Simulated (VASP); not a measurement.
# Sn (I4_1/amd) in VASP: notebook

Sn is run at these levels: PBEsol; tasks: single point.

All numbers are computed with VASP 6.6.1; they aren't measurements. Logs are shortened: lines on timing, memory, paths and dates and some standing lists are left out, and cuts for length are marked.

## (1) The cell of the first run

The structure is tetragonal, space group I4_1/amd (No. 141). The conventional cell has a = 5.580 Å, b = 5.580 Å, c = 3.005 Å, α = 90.00°, β = 90.00°, γ = 90.00°. Sn (site symmetry -4m2) has 10 Sn at 2.89 to 3.59 Å within 3.8 Å.

## (2) Single point, PBEsol

Contents of INCAR:

```
PREC = Accurate ; ENCUT = 520
EDIFF = 1E-6 ; ISMEAR = 0
SIGMA = 0.1 ; LREAL = F
LASPH = T ; NELM = 80
ALGO = Fast ; ISIF = 2
LWAVE = F ; LCHARG = T
GGA = PS ; LELF = T
LVHAR = T ; NBANDS = 21
```

Contents of KPOINTS:

```
regular mesh
0
Gamma
  16 16 16
```

Contents of POSCAR:

```
Sn
1.0
   -2.7901274046      2.7901274046      1.5025920922
    2.7901274046     -2.7901274046      1.5025920922
    2.7901274046      2.7901274046     -1.5025920922
Sn
2
Direct
    0.0000000000      0.0000000000      0.0000000000
    0.7500000000      0.2500000000      0.5000000000
```

Potentials or basis: VASP PAW PBE potentials, release 64 (Sn_d).

The run is started by

```
$ cat potpaw_PBE.64/Sn_d/POTCAR > POTCAR
$ mpirun -np 1 vasp_std > vasp.out
```

OUTCAR:

```text
PREC = Accurate
   ENCUT = 520
   EDIFF = 1E-6
   ISMEAR = 0
   LREAL = F
   LASPH = T
   NELM = 80
   ISIF = 2
   GGA = PS

 ion  position               nearest neighbor table
   1  0.000  0.000  0.000-   2 2.89   2 2.89   2 2.89   2 2.89   2 3.59   2 3.59   2 3.59   2 3.59

   2  0.750  0.250  0.500-   1 2.89   1 2.89   1 2.89   1 2.89   1 3.59   1 3.59   1 3.59   1 3.59

  LATTYP: Found a body centered tetragonal cell.
 ALAT       =     5.5802548092
 C/A-ratio  =     0.5385388817

  Lattice vectors:

 A1 = (  -2.7901274046,   2.7901274046,   1.5025920922)
 A2 = (   2.7901274046,  -2.7901274046,   1.5025920922)
 A3 = (   2.7901274046,   2.7901274046,  -1.5025920922)

Analysis of symmetry for initial positions (statically):
=====================================================================
 Subroutine PRICEL returns:
 Original cell was already a primitive cell.

 Routine SETGRP: Setting up the symmetry group for a
 body centered tetragonal supercell.

 Subroutine GETGRP returns: Found 16 space group operations
 (whereof  8 operations were pure point group operations)
 out of a pool of 16 trial point group operations.

The static configuration has the point symmetry D_2d.
 The point group associated with its full space group is D_4h.

Analysis of symmetry for dynamics (positions and initial velocities):
=====================================================================
 Subroutine PRICEL returns:
 Original cell was already a primitive cell.

 Routine SETGRP: Setting up the symmetry group for a
 body centered tetragonal supercell.

 Subroutine GETGRP returns: Found 16 space group operations
 (whereof  8 operations were pure point group operations)
 out of a pool of 16 trial point group operations.

The dynamic configuration has the point symmetry D_2d.
 The point group associated with its full space group is D_4h.

 Subroutine INISYM returns: Found 16 space group operations
 (whereof  8 operations are pure point group operations),
 and found     1 'primitive' translations

----------------------------------------------------------------------------------------

                                     Primitive cell

  volume of cell :      46.7896

  direct lattice vectors                    reciprocal lattice vectors
    -2.790127405  2.790127405  1.502592092     0.000000000  0.179203286  0.332758307
     2.790127405 -2.790127405  1.502592092     0.179203286  0.000000000  0.332758307
     2.790127405  2.790127405 -1.502592092     0.179203286  0.179203286  0.000000000

  length of vectors
     4.222251161  4.222251161  4.222251161     0.377944319  0.377944319  0.253431718

  position of ions in fractional coordinates (direct lattice)
     0.000000000  0.000000000  0.000000000
     0.750000000  0.250000000  0.500000000

  ion indices of the primitive-cell ions
   primitive index   ion index
                 1           1
                 2           2

----------------------------------------------------------------------------------------

 KPOINTS: regular mesh

Automatic generation of k-mesh.
 Grid dimensions read from file:
 generate k-points for:   16   16   16

 Generating k-lattice:

  Cartesian coordinates                     Fractional coordinates (reciprocal lattice)
     0.000000000  0.011200205  0.020797394     0.062500000  0.000000000  0.000000000
     0.011200205  0.000000000  0.020797394     0.000000000  0.062500000  0.000000000
     0.011200205  0.011200205  0.000000000     0.000000000  0.000000000  0.062500000

  Length of vectors
     0.023621520  0.023621520  0.015839482

  Shift w.r.t. Gamma in fractional coordinates (k-lattice)
     0.000000000  0.000000000  0.000000000

 Subroutine IBZKPT returns following result:
 ===========================================

 Found    349 irreducible k-points:

 Following reciprocal coordinates:
            Coordinates               Weight
  0.000000  0.000000  0.000000      1.000000
  0.062500  0.000000  0.000000      8.000000
  0.125000  0.000000  0.000000      8.000000
  0.187500 -0.000000  0.000000      8.000000
  0.250000  0.000000  0.000000      8.000000
  0.312500  0.000000  0.000000      8.000000
[... 16 lines left out ...]
 -0.125000  0.062500  0.000000     16.000000
 -0.062500  0.062500  0.000000      4.000000
 [... further k-points ...]
   k-points           NKPTS =    349   k-points in BZ     NKDIM =    349   number of bands    NBANDS=     21
   number of dos      NEDOS =    301   number of ions     NIONS =      2
   total plane-waves  NPLWV =  32768
   dimension x,y,z NGX =    32 NGY =   32 NGZ =   32
   dimension x,y,z NGXF=    64 NGYF=   64 NGZF=   64
   ions per type =               2
   NGX,Y,Z   is equivalent  to a cutoff of  12.60, 12.60, 12.60 a.u.
   NGXF,Y,Z  is equivalent  to a cutoff of  25.20, 25.20, 25.20 a.u.
 SYSTEM =  unknown system
   PREC   = accura    normal or accurate (medium, high low for compatibility)
   ISTART =      0    job   : 0-new  1-cont  2-samecut
   ICHARG =      2    charge: 1-file 2-atom 10-const
   ISPIN  =      1    spin polarized calculation?
   LNONCOLLINEAR =      F non collinear calculations
   LSORBIT =      F    spin-orbit coupling
   LASPH  =      T    aspherical Exc in radial PAW
   ENCUT  =  520.0 eV  38.22 Ry    6.18 a.u.   7.85  7.85  7.85*2*pi/ulx,y,z
   NELM   =     80;   NELMIN=  2; NELMDL= -5     # of ELM steps
   EDIFF  = 0.1E-05   stopping-criterion for ELM
   LREAL  =      F    real-space projection
   EDIFFG = 0.1E-04   stopping-criterion for IOM
   NSW    =      0    number of steps for IOM
   IBRION =     -1    ionic relax: 0-MD 1-quasi-New 2-CG
   NFREE  =      0    steps in history (QN), initial steepest desc. (CG)
   ISIF   =      2    stress and relaxation
   ISYM   =      2    0-nonsym 1-usesym 2-fastsym
   POTIM  = 0.5000    time-step for ionic-motion
   TEBEG  =    0.0;   TEEND  =   0.0 temperature during run
   PSTRESS=    0.0 pullay stress
   NELECT =      28.0000    total number of electrons
   NUPDOWN=      -1.0000    fix difference up-down
   EMIN   =  10.00;   EMAX   =-10.00  energy-range for DOS
   EFERMI =   0.00;   METHOD = LEGACY
   ISMEAR =     0;   SIGMA  =   0.10  broadening in eV -4-tet -1-fermi 0-gaus
   EFERMI_NEDOS =   21; number of points for ismear=-14 and -15
   IALGO  =     68    algorithm
   IMIX   =      4    mixing-type and parameters
     AMIX     =   0.40;   BMIX     =  1.00
     AMIX_MAG =   1.60;   BMIX_MAG =  1.00
  volume/ion in A,a.u.               =      23.39       157.88
  Fermi-wavevector in a.u.,A,eV,Ry     =   1.379572  2.607014 25.894875  1.903220
  Thomas-Fermi vector in A             =   2.504529
   LORBIT       =      0    0 simple, 1 ext, 2 COOP (PROOUT), +10 PAW based schemes
   GGA     = PS    functional components
   LHFCALC =     F    Hartree Fock is set to
   AEXX    =    0.0000 exact exchange contribution
   IVDW    =     0    specifies the selected vdW correction
   LEPSILON=     F    determine dielectric tensor
   LRPA    =     F    only Hartree local field effects (RPA)
 non-spin polarized calculation
 RMM-DIIS sequential band-by-band and
 Gauss-broadening in eV      SIGMA  =   0.10
  energy-cutoff  :      520.00
  volume of cell :       46.79
 maximum number of plane-waves:      1282
   NGX = 15   NGY = 15   NGZ = 15

 number of electron      27.9999993 magnetization

 Free energy of the ion-electron system (eV)
  ---------------------------------------------------
  ext. energy  EPLUGINS =         0.00000000
  ---------------------------------------------------
  free energy    TOTEN  =        -8.31794356 eV

  energy without entropy =       -8.31416388  energy(sigma->0) =       -8.31605372

 E-fermi :   9.8018     XC(G=0): -11.1694

 val. band max:        9.7908887791   @ k =   0.5000   0.1250   0.0000
 cond. band min:       9.8119823593   @ k =  -0.3125   0.1875   0.0625
 fundamental gap:      0.0210935803
 Fermi energy:         9.8017513143

 k-point     1 :       0.0000    0.0000    0.0000
  band No.  band energies     occupation
      1     -12.0400      2.00000
      2     -11.9214      2.00000
      3     -11.8645      2.00000
      4     -11.8501      2.00000
      5     -11.5859      2.00000
      6     -11.5859      2.00000
[... 13 lines left out ...]
     20      20.3016      0.00000
     21      21.0648      0.00000

 k-point     2 :       0.0625    0.0000    0.0000
  band No.  band energies     occupation
      1     -12.0363      2.00000
      2     -11.9083      2.00000
      3     -11.8597      2.00000
      4     -11.8340      2.00000
      5     -11.5976      2.00000
      6     -11.5966      2.00000
[... 13 lines left out ...]
     20      20.1030      0.00000
     21      20.1475      0.00000

 k-point     3 :       0.1250    0.0000    0.0000
  band No.  band energies     occupation
      1     -12.0249      2.00000
      2     -11.8721      2.00000
      3     -11.8459      2.00000
      4     -11.7910      2.00000
      5     -11.6232      2.00000
      6     -11.6146      2.00000
[... 13 lines left out ...]
     20      18.9053      0.00000
     21      18.9725      0.00000

 k-point     4 :       0.1875   -0.0000    0.0000
  band No.  band energies     occupation
      1     -12.0065      2.00000
      2     -11.8253      2.00000
      3     -11.8229      2.00000
      4     -11.7393      2.00000
      5     -11.6558      2.00000
      6     -11.6223      2.00000
[... 13 lines left out ...]
     20      18.0516      0.00000
     21      18.5705      0.00000

 k-point     5 :       0.2500    0.0000    0.0000
  band No.  band energies     occupation
      1     -11.9843      2.00000
      2     -11.8024      2.00000
      3     -11.7812      2.00000
      4     -11.7155      2.00000
      5     -11.6884      2.00000
      6     -11.6148      2.00000
[... 13 lines left out ...]
     20      17.3416      0.00000
     21      19.0012      0.00000
[... 382 lines left out ...]
     20      18.3969      0.00000
     21      18.6110      0.00000

 k-point    22 :      -0.1875    0.0625   -0.0000
  band No.  band energies     occupation
      1     -12.0116      2.00000
      2     -11.8753      2.00000
      3     -11.8339      2.00000
      4     -11.8014      2.00000
      5     -11.6218      2.00000
      6     -11.6049      2.00000
[... 13 lines left out ...]
     20      18.9564      0.00000
     21      19.4383      0.00000

 k-point    23 :      -0.1250    0.0625    0.0000
  band No.  band energies     occupation
      1     -12.0267      2.00000
      2     -11.9101      2.00000
      3     -11.8511      2.00000
      4     -11.8397      2.00000
      5     -11.5992      2.00000
      6     -11.5914      2.00000
[... 13 lines left out ...]
     20      20.1946      0.00000
     21      20.4437      0.00000

 k-point    24 :      -0.0625    0.0625    0.0000
  band No.  band energies     occupation
      1     -12.0351      2.00000
      2     -11.9222      2.00000
      3     -11.8601      2.00000
      4     -11.8528      2.00000
      5     -11.5882      2.00000
      6     -11.5835      2.00000
[... 13 lines left out ...]
     20      20.5979      0.00000
     21      21.0901      0.00000

 [... further k-points ...]
[... 5 lines left out ...]
  --------------------------------------------------------------------------------------
  -------------------------------------------------------------------------------------
  Total        3.1853956      3.1853956      3.1819883      0.0000000     -0.0000000      0.0000000
  in kB      109.0748935    109.0748935    108.9582203      0.0000000     -0.0000000      0.0000000
  external PRESSURE =     109.0360024 kB  Pullay stress =       0.0000000 kB

 VOLUME and BASIS-vectors are now :
 -----------------------------------------------------------------------------
  energy-cutoff  :      520.00
  volume of cell :       46.79
      direct lattice vectors                 reciprocal lattice vectors
    -2.790127405  2.790127405  1.502592092     0.000000000  0.179203286  0.332758307
     2.790127405 -2.790127405  1.502592092     0.179203286  0.000000000  0.332758307
     2.790127405  2.790127405 -1.502592092     0.179203286  0.179203286  0.000000000

 POSITION                                       TOTAL-FORCE (eV/Angst)
 -----------------------------------------------------------------------------------
      0.00000      0.00000      0.00000         0.000000      0.000000      0.000000
     -0.00000      2.79013      0.75130        -0.000000     -0.000000     -0.000000
 -----------------------------------------------------------------------------------
    total drift:                                0.000000     -0.000000      0.000000

  FREE ENERGIE OF THE ION-ELECTRON SYSTEM (eV)
  ---------------------------------------------------
  free  energy   TOTEN  =        -8.3179435646 eV

  energy  without entropy=       -8.3141638769  energy(sigma->0) =       -8.31605372
```

It took 3.7 min on 1 thread of Intel Xeon Platinum 8488C (Sapphire Rapids), shared host; peak memory 0.38 GiB.

Results:

```yaml
Free_energy: -8.3179 eV
Pressure: 10.9 GPa
Band_gap_on_the_k_mesh: zero (bands 14 and 15 overlap by 5.12 eV)
```

Levels at points of the mesh, in eV from the Fermi level:
| k point | band 12 | band 13 | band 14 | band 15 | band 16 | band 17 |
| --- | --- | --- | --- | --- | --- | --- |
| (0.00, 0.00, 0.00) | -3.34 | -2.48 | -2.48 | 2.66 | 6.84 | 6.84 |
| (0.50, 0.00, 0.00) | -5.99 | -2.19 | -2.13 | -1.40 | 2.08 | 3.18 |
| (0.50, 0.50, 0.00) | -9.83 | 0.49 | 0.49 | 1.74 | 1.74 | 6.82 |
| (0.50, 0.50, 0.50) | -8.06 | -5.76 | -5.76 | 5.77 | 5.77 | 10.69 |

Caveat: the cell stands under pressure; the PAW data sets were made with another functional, which shifts forces and pressure a little; spin-orbit coupling is left out, which moves the levels of the heavy elements.

## (3) Single point, PBEsol

Contents of INCAR:

```
SYSTEM = Sn
PREC = Accurate
ENCUT = 520
EDIFF = 1E-6
ISMEAR = 0
SIGMA = 0.1
LREAL = .FALSE.
LASPH = .TRUE.
NELM = 60
ALGO = Fast
ISIF = 2
LWAVE = .FALSE.
LCHARG = .FALSE.
GGA = PS
NBANDS = 21
```

Contents of KPOINTS:

```
regular mesh
0
G
  16 16 16
  0 0 0
```

POSCAR is that of step 2.

Potentials or basis: VASP PAW PBE potentials, release 64 (Sn_d).

The run is started by

```
$ cat potpaw_PBE.64/Sn_d/POTCAR > POTCAR
$ mpirun -np 1 vasp_std > vasp.out
```

OUTCAR:

```text
SYSTEM = Sn
   PREC = Accurate
   ENCUT = 520
   EDIFF = 1E-6
   ISMEAR = 0
   LREAL = .FALSE.
   LASPH = .TRUE.
   NELM = 60
   ISIF = 2
   GGA = PS

 ion  position               nearest neighbor table
   1  0.000  0.000  0.000-   2 2.89   2 2.89   2 2.89   2 2.89   2 3.59   2 3.59   2 3.59   2 3.59

   2  0.750  0.250  0.500-   1 2.89   1 2.89   1 2.89   1 2.89   1 3.59   1 3.59   1 3.59   1 3.59

  LATTYP: Found a body centered tetragonal cell.
 ALAT       =     5.5802548092
 C/A-ratio  =     0.5385388817

  Lattice vectors:

 A1 = (  -2.7901274046,   2.7901274046,   1.5025920922)
 A2 = (   2.7901274046,  -2.7901274046,   1.5025920922)
 A3 = (   2.7901274046,   2.7901274046,  -1.5025920922)

Analysis of symmetry for initial positions (statically):
=====================================================================
 Subroutine PRICEL returns:
 Original cell was already a primitive cell.

 Routine SETGRP: Setting up the symmetry group for a
 body centered tetragonal supercell.

 Subroutine GETGRP returns: Found 16 space group operations
 (whereof  8 operations were pure point group operations)
 out of a pool of 16 trial point group operations.

[... 161 lines left out ...]
  free energy    TOTEN  =        -8.31794356 eV

  energy without entropy =       -8.31416388  energy(sigma->0) =       -8.31605372

 E-fermi :   9.8018     XC(G=0): -11.1694

 val. band max:        9.7908887791   @ k =   0.5000   0.1250   0.0000
 cond. band min:       9.8119823593   @ k =  -0.3125   0.1875   0.0625
 fundamental gap:      0.0210935803
 Fermi energy:         9.8017513143

 k-point     1 :       0.0000    0.0000    0.0000
  band No.  band energies     occupation
      1     -12.0400      2.00000
      2     -11.9214      2.00000
      3     -11.8645      2.00000
      4     -11.8501      2.00000
      5     -11.5859      2.00000
      6     -11.5859      2.00000
[... 565 lines left out ...]
     20      20.5979      0.00000
     21      21.0901      0.00000

 [... further k-points ...]

------------------------ aborting loop because EDIFF is reached ----------------------------------------

  FORCE on cell =-STRESS in cart. coord.  units (eV):
  Direction    XX          YY          ZZ          XY          YZ          ZX
  --------------------------------------------------------------------------------------
  -------------------------------------------------------------------------------------
  Total        3.1853956      3.1853956      3.1819883      0.0000000     -0.0000000      0.0000000
  in kB      109.0748935    109.0748935    108.9582203      0.0000000     -0.0000000      0.0000000
  external PRESSURE =     109.0360024 kB  Pullay stress =       0.0000000 kB

 VOLUME and BASIS-vectors are now :
 -----------------------------------------------------------------------------
  energy-cutoff  :      520.00
  volume of cell :       46.79
      direct lattice vectors                 reciprocal lattice vectors
    -2.790127405  2.790127405  1.502592092     0.000000000  0.179203286  0.332758307
     2.790127405 -2.790127405  1.502592092     0.179203286  0.000000000  0.332758307
     2.790127405  2.790127405 -1.502592092     0.179203286  0.179203286  0.000000000

 POSITION                                       TOTAL-FORCE (eV/Angst)
 -----------------------------------------------------------------------------------
      0.00000      0.00000      0.00000         0.000000      0.000000      0.000000
     -0.00000      2.79013      0.75130        -0.000000     -0.000000     -0.000000
 -----------------------------------------------------------------------------------
    total drift:                                0.000000     -0.000000      0.000000

  FREE ENERGIE OF THE ION-ELECTRON SYSTEM (eV)
  ---------------------------------------------------
  free  energy   TOTEN  =        -8.3179435646 eV

  energy  without entropy=       -8.3141638769  energy(sigma->0) =       -8.31605372
```

It took 3.6 min on 1 thread of Intel Xeon Platinum 8488C (Sapphire Rapids), shared host; peak memory 0.38 GiB.

What came out:

```yaml
Free_energy: -8.3179 eV
Pressure: 10.9 GPa
Band_gap_on_the_k_mesh: zero (bands 14 and 15 overlap by 5.12 eV)
```

Caveat: the cell stands under pressure; the PAW data sets were made with another functional, which shifts forces and pressure a little; spin-orbit coupling is left out, which moves the levels of the heavy elements.

## (4) Single point, PBEsol

Contents of INCAR:

```
SYSTEM = Sn
PREC = Accurate
ENCUT = 520
EDIFF = 1E-7
ISMEAR = -1
SIGMA = 0.15
LREAL = .False.
LASPH = .True.
NELM = 80
ALGO = Fast
ISIF = 2
LWAVE = .False.
LCHARG = .False.
GGA = PS
NBANDS = 21
```

Contents of KPOINTS:

```
regular mesh
0
Gamma
  16 16 16
  0 0 0
```

Contents of POSCAR:

```
Sn
1.0
   -2.7909754537      2.7909754537      1.5028564866
    2.7909754537     -2.7909754537      1.5028564866
    2.7909754537      2.7909754537     -1.5028564866
Sn
2
Direct
    0.0000000000      0.0000000000      0.0000000000
    0.7500000000      0.2500000000      0.5000000000
```

The run is started by

```
$ cat potpaw_PBE.64/Sn_d/POTCAR > POTCAR
$ mpirun -np 1 vasp_std > vasp.out
```

Wall time 4.2 min (1 thread of Intel Xeon Platinum 8488C (Sapphire Rapids), shared host); peak memory 0.38 GiB.

The run converged. Its results:

```
Free energy            : -8.3466 eV
Pressure               : 11.0 GPa
Band gap on the k mesh : zero (bands 14 and 15 overlap by 5.11 eV)
```

Levels at points of the mesh, in eV from the Fermi level:
```tsv
k point	band 11	band 12	band 13	band 14	band 15	band 16	band 17	band 18
(0.00, 0.00, 0.00)	-12.36	-3.34	-2.47	-2.47	2.66	6.84	6.84	8.10
(0.50, 0.00, 0.00)	-7.20	-5.98	-2.19	-2.13	-1.39	2.09	3.18	5.40
(0.50, 0.50, 0.00)	-9.82	-9.82	0.49	0.49	1.73	1.73	6.82	6.82
(0.50, 0.50, 0.50)	-8.06	-8.06	-5.76	-5.76	5.77	5.77	10.68	10.68
```

Caveat: the cell stands under pressure; the PAW data sets were made with another functional, which shifts forces and pressure a little; spin-orbit coupling is left out, which moves the levels of the heavy elements.
